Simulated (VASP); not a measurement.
Set up this calculation in VASP 6.6.1, as the native input.

```
Task                   : single point
Functional             : PBE
Potentials or basis    : VASP PAW PBE potentials, release 64 (Ca_sv, O)
Cutoff                 : 520 eV
k mesh                 : 6 × 6 × 4
Occupations            : gaussian, width 0.1 eV
Spin                   : no spin polarisation
Dipole correction      : no
Further INCAR settings : ALGO = Normal; EDIFF = 1e-07; NBANDS = 33
```

The structure of CaO lies in POSCAR:

```
CaO
1.0
    3.9155843200      0.0000000000      0.0000000000
   -1.9577921600      3.3909954900      0.0000000000
    0.0000000000      0.0000000000      6.4006251800
Ca O
3 3
Direct
    0.1620798500      0.8379201500      0.6666666700
    0.1620798500      0.3241597000      0.3333333300
    0.6758403000      0.8379201500      0.0000000000
    0.8379201500      0.1620798500      0.6666666700
    0.8379201500      0.6758403000      0.3333333300
    0.3241597000      0.1620798500      0.0000000000
```

These files were run (other wordings do the same):

INCAR

```
ALGO = Normal ; EDIFF = 1E-7
ENCUT = 520 ; GGA = PE
ISIF = 2 ; ISMEAR = 0
LASPH = True ; LCHARG = False
LREAL = False ; LWAVE = False
NBANDS = 33 ; NELM = 100
PREC = Accurate ; SIGMA = 0.1
```

KPOINTS

```
k-points
0
Gamma
  6 6 4
```

Potentials or basis: VASP PAW PBE potentials, release 64 (Ca_sv, O).

Launch:

```sh
$ cat potpaw_PBE.64/Ca_sv/POTCAR potpaw_PBE.64/O/POTCAR > POTCAR
$ mpirun -np 1 vasp_std > vasp.out
```

Results of the run:

| Quantity | Value |
| --- | --- |
| Pressure | 10.1 GPa |
| Largest force | 0.186 eV/Å |
| Band gap on the k mesh | 2.42 eV, direct |

It took 63 s on 1 thread of Intel(R) Xeon(R) 6975P-C (Granite Rapids), with other jobs on the host, peak memory 0.21 GiB.
